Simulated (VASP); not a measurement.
# Nb (Fd-3m) in VASP: notebook, part 2 of 2

VASP 6.6.1. Earlier steps stand in the parts before.

### Step 5. Single point, PBE (volume scaled by 0.96)

Input file INCAR:

```
SYSTEM = Nb
  ALGO = Normal
  EDIFF = 1E-6
  ENCUT = 520
  GGA = PE
  ISIF = 2
  ISMEAR = -1
  LASPH = .True.
  LCHARG = .False.
  LREAL = .False.
  LWAVE = .False.
  NBANDS = 20
  NELM = 80
  PREC = Accurate
  SIGMA = 0.1
```

Input file KPOINTS:

```
k-points
0
Gamma
  10 10 10
  0 0 0
```

Input file POSCAR:

```
Nb
1.0
    0.0000000000      2.9180441337      2.9180441337
    2.9180441337      0.0000000000      2.9180441337
    2.9180441337      2.9180441337      0.0000000000
Nb
2
Direct
    0.1250000000      0.1250000000      0.1250000000
    0.8750000000      0.8750000000      0.8750000000
```

Potentials or basis: VASP PAW PBE potentials, release 64 (Nb_sv).

Run with:

```console
$ cat potpaw_PBE.64/Nb_sv/POTCAR > POTCAR
$ mpirun -np 1 vasp_std > vasp.out
```

OUTCAR:

```text
SYSTEM = Nb
   EDIFF = 1E-6
   ENCUT = 520
   GGA = PE
   ISIF = 2
   ISMEAR = -1
   LASPH = .True.
   LREAL = .False.
   NELM = 80
   PREC = Accurate

 ion  position               nearest neighbor table
   1  0.125  0.125  0.125-   2 2.53   2 2.53   2 2.53   2 2.53
   2  0.875  0.875  0.875-   1 2.53   1 2.53   1 2.53   1 2.53

  LATTYP: Found a face centered cubic cell.
 ALAT       =     5.8360882674

  Lattice vectors:

 A1 = (   0.0000000000,   2.9180441337,   2.9180441337)
 A2 = (   2.9180441337,   0.0000000000,   2.9180441337)
 A3 = (   2.9180441337,   2.9180441337,   0.0000000000)

Analysis of symmetry for initial positions (statically):
=====================================================================
 Subroutine PRICEL returns:
 Original cell was already a primitive cell.

 Routine SETGRP: Setting up the symmetry group for a
 face centered cubic supercell.

 Subroutine GETGRP returns: Found 48 space group operations
 (whereof 12 operations were pure point group operations)
 out of a pool of 48 trial point group operations.

The static configuration has the point symmetry D_3d.
 The point group associated with its full space group is O_h .

Analysis of symmetry for dynamics (positions and initial velocities):
=====================================================================
 Subroutine PRICEL returns:
 Original cell was already a primitive cell.

 Routine SETGRP: Setting up the symmetry group for a
 face centered cubic supercell.

 Subroutine GETGRP returns: Found 48 space group operations
 (whereof 12 operations were pure point group operations)
 out of a pool of 48 trial point group operations.

The dynamic configuration has the point symmetry D_3d.
 The point group associated with its full space group is O_h .

 Subroutine INISYM returns: Found 48 space group operations
 (whereof 12 operations are pure point group operations),
 and found     1 'primitive' translations

[... 109 lines left out ...]
   ISMEAR =    -1;   SIGMA  =   0.10  broadening in eV -4-tet -1-fermi 0-gaus
   EFERMI_NEDOS =   21; number of points for ismear=-14 and -15
   IALGO  =     38    algorithm
   IMIX   =      4    mixing-type and parameters
     AMIX     =   0.40;   BMIX     =  1.00
     AMIX_MAG =   1.60;   BMIX_MAG =  1.00
  volume/ion in A,a.u.               =      24.85       167.68
  Fermi-wavevector in a.u.,A,eV,Ry     =   1.319160  2.492851 23.676623  1.740183
  Thomas-Fermi vector in A             =   2.449078
   LORBIT       =      0    0 simple, 1 ext, 2 COOP (PROOUT), +10 PAW based schemes
   GGA     = PE    functional components
   LHFCALC =     F    Hartree Fock is set to
   AEXX    =    0.0000 exact exchange contribution
   IVDW    =     0    specifies the selected vdW correction
   LEPSILON=     F    determine dielectric tensor
   LRPA    =     F    only Hartree local field effects (RPA)
 non-spin polarized calculation
  energy-cutoff  :      520.00
  volume of cell :       49.69
 maximum number of plane-waves:      1363
   NGX = 15   NGY = 15   NGZ = 15

 number of electron      26.0000002 magnetization

 Free energy of the ion-electron system (eV)
  ---------------------------------------------------
  ext. energy  EPLUGINS =         0.00000000
  ---------------------------------------------------
  free energy    TOTEN  =       -15.39178935 eV

  energy without entropy =      -15.27992908  energy(sigma->0) =      -15.33585921

 E-fermi :   7.1020     XC(G=0): -10.4945

 val. band max:        7.0985600357   @ k =   0.4000   0.1000   0.0000
 cond. band min:       7.1150294595   @ k =  -0.4000   0.2000   0.1000
 fundamental gap:      0.0164694239
 Fermi energy:         7.1020222330

 k-point     1 :       0.0000    0.0000    0.0000
  band No.  band energies     occupation
      1     -47.4238      2.00000
      2     -46.6506      2.00000
      3     -23.8437      2.00000
      4     -23.8437      2.00000
      5     -23.8437      2.00000
      6     -22.6204      2.00000
[... 541 lines left out ...]
     19      12.5989      0.00000
     20      14.1612      0.00000

 [... further k-points ...]

------------------------ aborting loop because EDIFF is reached ----------------------------------------

  FORCE on cell =-STRESS in cart. coord.  units (eV):
  Direction    XX          YY          ZZ          XY          YZ          ZX
  --------------------------------------------------------------------------------------
  -------------------------------------------------------------------------------------
  Total        0.9053779      0.9053779      0.9053779      0.0000000      0.0000000     -0.0000000
  in kB       29.1900554     29.1900554     29.1900554      0.0000000      0.0000000     -0.0000000
  external PRESSURE =      29.1900554 kB  Pullay stress =       0.0000000 kB

 VOLUME and BASIS-vectors are now :
 -----------------------------------------------------------------------------
  energy-cutoff  :      520.00
  volume of cell :       49.69
      direct lattice vectors                 reciprocal lattice vectors
     0.000000000  2.918044134  2.918044134    -0.171347648  0.171347648  0.171347648
     2.918044134  0.000000000  2.918044134     0.171347648 -0.171347648  0.171347648
     2.918044134  2.918044134  0.000000000     0.171347648  0.171347648 -0.171347648

 POSITION                                       TOTAL-FORCE (eV/Angst)
 -----------------------------------------------------------------------------------
      0.72951      0.72951      0.72951         0.000000     -0.000000     -0.000000
      5.10658      5.10658      5.10658        -0.000000      0.000000      0.000000
 -----------------------------------------------------------------------------------
    total drift:                                0.000000      0.000000     -0.000000

  FREE ENERGIE OF THE ION-ELECTRON SYSTEM (eV)
  ---------------------------------------------------
  free  energy   TOTEN  =       -15.3917893472 eV

  energy  without entropy=      -15.2799290822  energy(sigma->0) =      -15.33585921
```

OSZICAR:

```text
N       E                     dE             d eps       ncg     rms          rms(c)
DAV:   1     0.299029150204E+03    0.29903E+03   -0.14692E+04  1880   0.130E+03
DAV:   2     0.745699542454E+01   -0.29157E+03   -0.28433E+03  2244   0.515E+02
DAV:   3    -0.144165230606E+02   -0.21874E+02   -0.20869E+02  3564   0.101E+02
DAV:   4    -0.154015354952E+02   -0.98501E+00   -0.97216E+00  2508   0.190E+01
DAV:   5    -0.154686653221E+02   -0.67130E-01   -0.66916E-01  3260   0.463E+00    0.808E+00
DAV:   6    -0.153601231276E+02    0.10854E+00   -0.45061E-01  2952   0.621E+00    0.357E+00
DAV:   7    -0.153814164007E+02   -0.21293E-01   -0.12129E-01  3360   0.343E+00    0.121E+00
DAV:   8    -0.153918626877E+02   -0.10446E-01   -0.32566E-02  3100   0.159E+00    0.214E-01
DAV:   9    -0.153916527618E+02    0.20993E-03   -0.24975E-03  2928   0.339E-01    0.174E-01
DAV:  10    -0.153917914812E+02   -0.13872E-03   -0.42411E-04  2412   0.234E-01    0.167E-02
DAV:  11    -0.153917901397E+02    0.13416E-05   -0.17820E-05  2728   0.285E-02    0.456E-03
DAV:  12    -0.153917893472E+02    0.79248E-06   -0.14610E-06  1544   0.156E-02
   1 F= -.15391789E+02 E0= -.15335859E+02  d E =-.111860E+00
```

stdout:

```text
POSCAR found type information on POSCAR Nb
 POSCAR found :  1 types and       2 ions
 scaLAPACK will be used
 LDA part: xc-table for (Slater+PW92), standard interpolation
 POSCAR, INCAR and KPOINTS ok, starting setup
 FFT: planning ... GRIDC
 FFT: planning ... GRID_SOFT
 FFT: planning ... GRID
 WAVECAR not read
 entering main loop
```

Run time: 17 s. Hardware: 1 thread of Intel Xeon 6975P-C (Granite Rapids), shared host; peak memory 0.18 GiB.

Results:

- Free energy: -15.3918 eV
- Pressure: 2.9 GPa
- Band gap on the k mesh: zero (band 13 reaches 7.70 eV, above the bottom of band 14 at 6.29 eV)

### Step 6. Single point, PBE

Input file INCAR:

```
SYSTEM = Nb
PREC = Accurate
ENCUT = 520
EDIFF = 1E-7
ISMEAR = -1
SIGMA = 0.1
LREAL = .False.
LASPH = .True.
NELM = 80
ALGO = Normal
ISIF = 2
LWAVE = .False.
LCHARG = .False.
GGA = PE
NBANDS = 20
```

Input file KPOINTS:

```
regular mesh
0
Gamma
  10 10 10
  0 0 0
```

Input file POSCAR:

```
Nb
1.0
    0.0000000000      2.9580223088      2.9580223088
    2.9580223088      0.0000000000      2.9580223088
    2.9580223088      2.9580223088      0.0000000000
Nb
2
Direct
    0.1250000000      0.1250000000      0.1250000000
    0.8750000000      0.8750000000      0.8750000000
```

Potentials or basis: VASP PAW PBE potentials, release 64 (Nb_sv).

Run with:

```console
$ cat potpaw_PBE.64/Nb_sv/POTCAR > POTCAR
$ mpirun -np 1 vasp_std > vasp.out
```

Wall time 18 s (1 thread of Intel Xeon 6975P-C (Granite Rapids), shared host); peak memory 0.19 GiB.

The run converged. Its results:

```yaml
Free_energy: -15.4112 eV
Pressure: 0.0 GPa
Band_gap_on_the_k_mesh: zero (band 13 reaches 7.20 eV, above the bottom of band 14 at 5.92 eV)
```

Levels at points of the mesh, in eV from the Fermi level:
| k point | band 9 | band 10 | band 11 | band 12 | band 13 | band 14 | band 15 | band 16 | band 17 | band 18 |
| --- | --- | --- | --- | --- | --- | --- | --- | --- | --- | --- |
| (0.00, 0.00, 0.00) | -4.41 | -1.42 | -1.42 | -0.53 | -0.53 | -0.53 | 1.90 | 1.90 | 1.90 | 5.21 |
| (0.50, 0.00, 0.00) | -1.81 | -1.53 | -1.24 | -1.24 | -0.75 | -0.75 | 0.65 | 2.97 | 2.97 | 4.35 |
| (0.50, 0.50, 0.00) | -2.33 | -2.33 | -0.68 | -0.68 | 0.33 | 0.33 | 1.32 | 1.32 | 4.66 | 4.66 |

### Step 7. Overview

```csv
cell,k mesh,gap on the mesh (eV),pressure (GPa)
"a = 4.183 Å, angles 60.0°, 2 atoms",9 × 9 × 9,none,0.0
"a = 4.009 Å, angles 60.0°, 2 atoms",10 × 10 × 10,none,10.9
"a = 4.069 Å, angles 60.0°, 2 atoms",10 × 10 × 10,none,6.5
"a = 4.127 Å, angles 60.0°, 2 atoms",10 × 10 × 10,none,2.9
"a = 4.183 Å, angles 60.0°, 2 atoms",10 × 10 × 10,none,0.0
```

Alike in all rows: task single point; level PBE; potentials or basis VASP PAW PBE potentials, release 64 (Nb_sv); no spin polarisation; cutoff (eV) 520; smearing fermi-dirac 0.1 eV.

Absolute energies hang on the potentials; compare differences alone.
